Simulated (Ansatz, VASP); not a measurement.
## Two plane-wave programs on Hf

```
Hf
1.0
    -0.31216    2.66763    1.96867
     1.76636   -0.12067    1.77719
     1.92629    2.63608   -0.28060
Hf
1
Cartesian
  0.0000 0.0000 0.0000
```

Change from the starting cell: cell sheared at random, sigma 0.1, atoms nudged by 0.01 Å; relaxed back.

Alike in both runs: functional PBE; k mesh 14 × 14 × 14; occupations gaussian, width 0.15 eV; no spin polarisation.

Ansatz relaxed the structure, and its values are those at the end. VASP's run is a single point on that final structure, the one shown.

|  | VASP | Ansatz |
| --- | --- | --- |
| version | VASP 6.6.1 | Ansatz 0.2.0 |
| potentials or method | VASP PAW PBE potentials, release 64 (Hf_pv), cutoff 520 eV | scalar-relativistic, plane waves, PAW |
| valence electrons in the cell | 10 | 26 |

Ansatz gave:

```
gap on the k mesh at the Fermi level (eV) : none
pressure (GPa)                            : 9.2
```

Question: What did VASP give for the same quantities?

Answer: gap on the k mesh at the Fermi level (eV): none; pressure (GPa): 8.8.

A gap of «none» marks a metal or a gap that the smearing closes. VASP's potentials hold 10 valence electrons a cell and Ansatz's 26, so a difference there can come from the potentials and not from the codes. Ansatz's warnings: stress scf threshold loose.

Neither program's run includes spin-orbit coupling.
